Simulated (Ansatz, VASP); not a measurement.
## Si: VASP beside Ansatz

POSCAR

```
Si
1.0
    0.0000000000      2.7221188962      2.7221188962
    2.7221188962      0.0000000000      2.7221188962
    2.7221188962      2.7221188962      0.0000000000
Si
2
Direct
    0.0000000000      0.0000000000      0.0000000000
    0.2500000000      0.2500000000      0.2500000000
```

File INCAR.step1:

```
  PREC = Accurate
  ENCUT = 520
  EDIFF = 1E-5
  ISMEAR = 0
  SIGMA = 0.01
  LREAL = F
  LASPH = T
  NELM = 100
  ALGO = Normal
  ISIF = 2
  LWAVE = T
  GGA = PE
  NBANDS = 11
```

The input INCAR.step2:

```
  PREC = Accurate
  ENCUT = 520
  EDIFF = 1E-6
  ISMEAR = 0
  SIGMA = 0.01
  LREAL = F
  LASPH = T
  NELM = 100
  ALGO = Normal
  ISIF = 2
  LWAVE = F
  LCHARG = T
  GGA = PE
  LHFCALC = T
  AEXX = 0.05
  HFSCREEN = 0.5
  PRECFOCK = Normal
  LELF = T
  LVHAR = T
  ISTART = 1
  NBANDS = 11
```

KPOINTS

```
regular mesh
0
Gamma
  4 4 4
```

Input for Ansatz:

```yaml
crystal:
  lattice:
    - [0.0, 2.7221188962, 2.7221188962]
    - [2.7221188962, 0.0, 2.7221188962]
    - [2.7221188962, 2.7221188962, 0.0]
  atoms:
    - { symbol: Si, position: [0.0, 0.0, 0.0] }
    - { symbol: Si, position: [0.25, 0.25, 0.25] }
kpoints:
  mp_grid: { grid: [4, 4, 4] }
hamiltonian:
  xc: { exchange: pbe, correlation: pbe, exx: { coeff: 0.05, omega: 0.5 } }
scf:
  occupations: { method: fixed }
  n_extra_bands: 4
output:
  forces: true
  stress: true
  eigenvalues: true
```

Alike in both runs: task single point; functional PBE-based screened hybrid with a share of 0.05 of exact exchange and HFSCREEN = 0.5; k mesh 4 × 4 × 4; no spin polarisation.

|  | VASP | Ansatz |
| --- | --- | --- |
| version | VASP 6.6.1 | Ansatz 0.2.0 |
| potentials or method | VASP PAW PBE potentials, release 64 (Si) | plane waves |
| plane-wave cutoff (eV) | 520 | 420 |
| occupations | gaussian, width 0.01 eV | fixed |
| valence electrons in the cell | 8 | 8 |

```tsv
	VASP	Ansatz	Ansatz less VASP
gap on the k mesh at the Fermi level (eV)	0.76	0.75	-0.004
pressure (GPa)	1.6	1.7	+0.12
```

VASP's potentials were made for PBE, not for PBE-based screened hybrid. Ansatz's warnings: stress exchange threshold loose, stress scf threshold loose.

The k mesh is coarse, so the values compare programs but aren't converged.
